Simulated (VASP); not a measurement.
# SnO (P1) in VASP: single point with PBEsol

Aim: the single point of SnO with PBEsol.

All numbers are computed with VASP 6.6.1; they aren't measurements. Logs are shortened: lines on timing, memory, paths and dates and some standing lists are left out, and cuts for length are marked.

### 1 The cell of the first run

The typed cell holds 8 atoms: a = 3.805 Å, b = 3.805 Å, c = 9.495 Å, α = 90.00°, β = 90.00°, γ = 90.00°.

### 2 Single point, PBEsol (atom 5 (O) moved -0.600 Å towards its neighbour atom 2 (Sn) at 2.224 Å)

The input, INCAR:

```
ALGO = Fast
EDIFF = 1E-6
ENCUT = 520
GGA = PS
ISIF = 2
ISMEAR = 0
LASPH = T
LCHARG = T
LELF = T
LREAL = F
LVHAR = T
LWAVE = F
NBANDS = 50
NELM = 100
PREC = Accurate
SIGMA = 0.15
```

The input, KPOINTS:

```
k-points
0
Gamma
  10 10 4
```

The input, POSCAR:

```
SnO
1.0
    2.6904553516     -2.6904757566      0.0000000000
    2.6904553516      2.6904757566      0.0000000000
    0.0000000000      0.0000000000      9.4948200140
Sn O
4 4
Direct
    0.9991897041      0.0008102959      0.9998622097
    0.0008102959      0.9991897041      0.4998622097
    0.5008102959      0.4991897041      0.2571377902
    0.4991897041      0.5008102959      0.7571377902
    0.0007714499      0.6341016440      0.3457630066
    0.9992202976      0.5007797024      0.8785000000
    0.5007797024      0.9992202976      0.3785000000
    0.4992202976      0.0007797023      0.8785000000
```

Potentials or basis: VASP PAW PBE potentials, release 64 (Sn_d, O).

The run is started by

```console
$ cat potpaw_PBE.64/Sn_d/POTCAR potpaw_PBE.64/O/POTCAR > POTCAR
$ mpirun -np 1 vasp_std > vasp.out
```

OUTCAR:

```text
EDIFF = 1E-6
   ENCUT = 520
   GGA = PS
   ISIF = 2
   ISMEAR = 0
   LASPH = T
   LREAL = F
   NELM = 100
   PREC = Accurate

 ion  position               nearest neighbor table
   1  0.999  0.001  1.000-   6 2.22   8 2.22   6 2.22   8 2.22   4 3.54   4 3.54   4 3.54   4 3.54
                             3 3.63   3 3.63   3 3.63   3 3.64
   2  0.001  0.999  0.500-   5 2.02   7 2.22   7 2.22   5 2.82   3 3.54   3 3.54   3 3.54   3 3.54
                             4 3.63   4 3.63   4 3.63   4 3.64
   3  0.501  0.499  0.257-   5 2.14   5 2.14   7 2.22   7 2.22   2 3.54   2 3.54   2 3.54   2 3.54
                             1 3.63   1 3.63   1 3.63   1 3.64
   4  0.499  0.501  0.757-   8 2.22   6 2.22   6 2.22   8 2.22   1 3.54   1 3.54   1 3.54   1 3.54
                             2 3.63   2 3.63   2 3.63   2 3.64
   5  0.001  0.634  0.346-   2 2.02   3 2.14   3 2.14   2 2.82
   6  0.999  0.501  0.879-   1 2.22   4 2.22   1 2.22   4 2.22
   7  0.501  0.999  0.379-   2 2.22   3 2.22   2 2.22   3 2.22
   8  0.499  0.001  0.879-   1 2.22   4 2.22   1 2.22   4 2.22

  LATTYP: Found a simple tetragonal cell.
 ALAT       =     3.8048928757
 C/A-ratio  =     2.4954237410

  Lattice vectors:

 A1 = (   2.6904553516,  -2.6904757566,   0.0000000000)
 A2 = (   2.6904553516,   2.6904757566,   0.0000000000)
 A3 = (   0.0000000000,   0.0000000000,   9.4948200140)

Analysis of symmetry for initial positions (statically):
=====================================================================
 Subroutine PRICEL returns:
 Original cell was already a primitive cell.

 Routine SETGRP: Setting up the symmetry group for a
 simple tetragonal supercell.

 Subroutine GETGRP returns: Found  1 space group operations
 (whereof  1 operations were pure point group operations)
 out of a pool of 16 trial point group operations.

The static configuration has the point symmetry C_1 .

Analysis of symmetry for dynamics (positions and initial velocities):
=====================================================================
 Subroutine PRICEL returns:
 Original cell was already a primitive cell.

 Routine SETGRP: Setting up the symmetry group for a
 simple tetragonal supercell.

 Subroutine GETGRP returns: Found  1 space group operations
 (whereof  1 operations were pure point group operations)
 out of a pool of 16 trial point group operations.

The dynamic configuration has the point symmetry C_1 .

 Subroutine INISYM returns: Found  1 space group operations
 (whereof  1 operations are pure point group operations),
 and found     1 'primitive' translations

----------------------------------------------------------------------------------------

                                     Primitive cell

  volume of cell :     137.4585

  direct lattice vectors                    reciprocal lattice vectors
     2.690455352 -2.690475757  0.000000000     0.185842147 -0.185840738  0.000000000
     2.690455352  2.690475757  0.000000000     0.185842147  0.185840738  0.000000000
     0.000000000  0.000000000  9.494820014     0.000000000  0.000000000  0.105320585

  length of vectors
     3.804892876  3.804892876  9.494820014     0.262819489  0.262819489  0.105320585

  position of ions in fractional coordinates (direct lattice)
     0.999189704  0.000810296  0.999862210
     0.000810296  0.999189704  0.499862210
     0.500810296  0.499189704  0.257137790
     0.499189704  0.500810296  0.757137790
     0.000771450  0.634101644  0.345763007
     0.999220298  0.500779702  0.878500000
     0.500779702  0.999220298  0.378500000
     0.499220298  0.000779702  0.878500000

  ion indices of the primitive-cell ions
   primitive index   ion index
                 1           1
                 2           2
                 3           3
                 4           4
                 5           5
                 6           6
                 7           7
                 8           8

----------------------------------------------------------------------------------------

 KPOINTS: k-points

Automatic generation of k-mesh.
 Grid dimensions read from file:
 generate k-points for:   10   10    4

 Generating k-lattice:

  Cartesian coordinates                     Fractional coordinates (reciprocal lattice)
     0.018584215 -0.018584074  0.000000000     0.100000000  0.000000000  0.000000000
     0.018584215  0.018584074  0.000000000     0.000000000  0.100000000  0.000000000
     0.000000000  0.000000000  0.026330146     0.000000000  0.000000000  0.250000000

  Length of vectors
     0.026281949  0.026281949  0.026330146

  Shift w.r.t. Gamma in fractional coordinates (k-lattice)
     0.000000000  0.000000000  0.000000000

 Subroutine IBZKPT returns following result:
 ===========================================

 Found    204 irreducible k-points:

 Following reciprocal coordinates:
            Coordinates               Weight
  0.000000  0.000000  0.000000      1.000000
  0.100000 -0.000000  0.000000      2.000000
 -0.000000  0.100000  0.000000      2.000000
  0.200000 -0.000000  0.000000      2.000000
 -0.000000  0.200000  0.000000      2.000000
  0.300000 -0.000000  0.000000      2.000000
[... 16 lines left out ...]
 -0.100000  0.400000  0.000000      2.000000
 -0.400000  0.100000  0.000000      2.000000
 [... further k-points ...]
   k-points           NKPTS =    204   k-points in BZ     NKDIM =    204   number of bands    NBANDS=     50
   number of dos      NEDOS =    301   number of ions     NIONS =      8
   total plane-waves  NPLWV =  56448
   dimension x,y,z NGX =    28 NGY =   28 NGZ =   72
   dimension x,y,z NGXF=    56 NGYF=   56 NGZF=  144
   ions per type =               4   4
   NGX,Y,Z   is equivalent  to a cutoff of  12.23, 12.23, 12.61 a.u.
   NGXF,Y,Z  is equivalent  to a cutoff of  24.47, 24.47, 25.21 a.u.
 SYSTEM =  unknown system
   PREC   = accura    normal or accurate (medium, high low for compatibility)
   ISTART =      0    job   : 0-new  1-cont  2-samecut
   ICHARG =      2    charge: 1-file 2-atom 10-const
   ISPIN  =      1    spin polarized calculation?
   LNONCOLLINEAR =      F non collinear calculations
   LSORBIT =      F    spin-orbit coupling
   LASPH  =      T    aspherical Exc in radial PAW
   ENCUT  =  520.0 eV  38.22 Ry    6.18 a.u.   7.07  7.07 17.65*2*pi/ulx,y,z
   NELM   =    100;   NELMIN=  2; NELMDL= -5     # of ELM steps
   EDIFF  = 0.1E-05   stopping-criterion for ELM
   LREAL  =      F    real-space projection
   EDIFFG = 0.1E-04   stopping-criterion for IOM
   NSW    =      0    number of steps for IOM
   IBRION =     -1    ionic relax: 0-MD 1-quasi-New 2-CG
   NFREE  =      0    steps in history (QN), initial steepest desc. (CG)
   ISIF   =      2    stress and relaxation
   ISYM   =      2    0-nonsym 1-usesym 2-fastsym
   POTIM  = 0.5000    time-step for ionic-motion
   TEBEG  =    0.0;   TEEND  =   0.0 temperature during run
   PSTRESS=    0.0 pullay stress
   NELECT =      80.0000    total number of electrons
   NUPDOWN=      -1.0000    fix difference up-down
   EMIN   =  10.00;   EMAX   =-10.00  energy-range for DOS
   EFERMI =   0.00;   METHOD = LEGACY
   ISMEAR =     0;   SIGMA  =   0.15  broadening in eV -4-tet -1-fermi 0-gaus
   EFERMI_NEDOS =   21; number of points for ismear=-14 and -15
   IALGO  =     68    algorithm
   IMIX   =      4    mixing-type and parameters
     AMIX     =   0.40;   BMIX     =  1.00
     AMIX_MAG =   1.60;   BMIX_MAG =  1.00
  volume/ion in A,a.u.               =      17.18       115.95
  Fermi-wavevector in a.u.,A,eV,Ry     =   1.366829  2.582933 25.418709  1.868222
  Thomas-Fermi vector in A             =   2.492935
   LORBIT       =      0    0 simple, 1 ext, 2 COOP (PROOUT), +10 PAW based schemes
   GGA     = PS    functional components
   LHFCALC =     F    Hartree Fock is set to
   AEXX    =    0.0000 exact exchange contribution
   IVDW    =     0    specifies the selected vdW correction
   LEPSILON=     F    determine dielectric tensor
   LRPA    =     F    only Hartree local field effects (RPA)
 non-spin polarized calculation
 RMM-DIIS sequential band-by-band and
 Gauss-broadening in eV      SIGMA  =   0.15
  energy-cutoff  :      520.00
  volume of cell :      137.46
 maximum number of plane-waves:      3732
   NGX = 15   NGY = 15   NGZ = 35

 number of electron      79.9999989 magnetization

 Free energy of the ion-electron system (eV)
  ---------------------------------------------------
  ext. energy  EPLUGINS =         0.00000000
  ---------------------------------------------------
  free energy    TOTEN  =       -47.53114544 eV

  energy without entropy =      -47.52439704  energy(sigma->0) =      -47.52777124

 E-fermi :   7.2791     XC(G=0): -10.6002

 val. band max:        7.2597821444   @ k =   0.0000  -0.1000   0.2500
 cond. band min:       7.2942078048   @ k =   0.0000   0.0000   0.0000
 fundamental gap:      0.0344256604
 Fermi energy:         7.2790937178

 k-point     1 :       0.0000    0.0000    0.0000
  band No.  band energies     occupation
      1     -14.7861      2.00000
      2     -14.7336      2.00000
      3     -14.6269      2.00000
      4     -14.4443      2.00000
      5     -14.3623      2.00000
      6     -14.3561      2.00000
[... 42 lines left out ...]
     49      13.0106      0.00000
     50      13.3369      0.00000

 k-point     2 :       0.1000   -0.0000    0.0000
  band No.  band energies     occupation
      1     -14.7826      2.00000
      2     -14.7291      2.00000
      3     -14.6253      2.00000
      4     -14.4489      2.00000
      5     -14.3762      2.00000
      6     -14.3597      2.00000
[... 42 lines left out ...]
     49      12.9217      0.00000
     50      13.3129      0.00000

 k-point     3 :      -0.0000    0.1000    0.0000
  band No.  band energies     occupation
      1     -14.7915      2.00000
      2     -14.7294      2.00000
      3     -14.6288      2.00000
      4     -14.4453      2.00000
      5     -14.3758      2.00000
      6     -14.3558      2.00000
[... 1102 lines left out ...]
     49      13.1723      0.00000
     50      13.8811      0.00000

 k-point    24 :      -0.4000    0.1000    0.0000
  band No.  band energies     occupation
      1     -14.7673      2.00000
      2     -14.6684      2.00000
      3     -14.6448      2.00000
      4     -14.5738      2.00000
      5     -14.4651      2.00000
      6     -14.4044      2.00000
[... 42 lines left out ...]
     49      13.2996      0.00000
     50      13.7969      0.00000

 [... further k-points ...]
[... 5 lines left out ...]
  --------------------------------------------------------------------------------------
  -------------------------------------------------------------------------------------
  Total        2.6603460      2.6621174      1.7160521     -1.1058216      1.1453196      1.1470602
  in kB       31.0082389     31.0288862     20.0018171    -12.8891430     13.3495206     13.3698081
  external PRESSURE =      27.3463141 kB  Pullay stress =       0.0000000 kB

 VOLUME and BASIS-vectors are now :
 -----------------------------------------------------------------------------
  energy-cutoff  :      520.00
  volume of cell :      137.46
      direct lattice vectors                 reciprocal lattice vectors
     2.690455352 -2.690475757  0.000000000     0.185842147 -0.185840738  0.000000000
     2.690455352  2.690475757  0.000000000     0.185842147  0.185840738  0.000000000
     0.000000000  0.000000000  9.494820014     0.000000000  0.000000000  0.105320585

 POSITION                                       TOTAL-FORCE (eV/Angst)
 -----------------------------------------------------------------------------------
      2.69046     -2.68612      9.49351         0.033257      0.030821      0.407609
      2.69046      2.68612      4.74610         0.288000      0.290748      0.196354
      2.69046     -0.00436      2.44148         0.089558      0.093998     -1.178870
      2.69046      0.00436      7.18889         0.041326      0.038160      0.214864
      1.70810      1.70396      3.28296        -1.836351     -1.836826      0.376177
      4.03568     -1.34104      8.34120        -0.038012     -0.039605     -0.363066
      4.03568      1.34104      3.59379         1.357095      1.359011      0.758932
      1.34523     -1.34104      8.34120         0.065126      0.063694     -0.412001
 -----------------------------------------------------------------------------------
    total drift:                                0.000068      0.000146     -0.000074

  FREE ENERGIE OF THE ION-ELECTRON SYSTEM (eV)
  ---------------------------------------------------
  free  energy   TOTEN  =       -47.5311454402 eV

  energy  without entropy=      -47.5243970415  energy(sigma->0) =      -47.52777124
```

Run time: 52 min. Hardware: 1 thread of Oxide Virtual Turin-like, shared host; peak memory 0.92 GiB.

Results:

| Property | Result |
| --- | --- |
| Free energy | -47.5311 eV |
| Pressure | 2.7 GPa |
| Largest force | 2.624 eV/Å |
| Band gap on the k mesh | zero (bands 40 and 41 overlap by 0.39 eV) |

Forces on the atoms (eV/Å):
```
Sn   0.033  0.031  0.408
Sn   0.288  0.291  0.196
Sn   0.090  0.094 -1.179
Sn   0.041  0.038  0.215
O   -1.836 -1.837  0.376
O   -0.038 -0.040 -0.363
O    1.357  1.359  0.759
O    0.065  0.064 -0.412
```

Caveat: the cell differs from its parent crystal (atom 5 (O) moved -0.600 Å towards its neighbour atom 2 (Sn) at 2.224 Å); semilocal functionals underestimate gaps, and a narrow one can read as zero; the PAW data sets were made with another functional, which shifts forces and pressure a little; spin-orbit coupling is left out, which moves the levels of the heavy elements.

The gap in the log of VASP goes by the Fermi energy; the results here count the filled bands.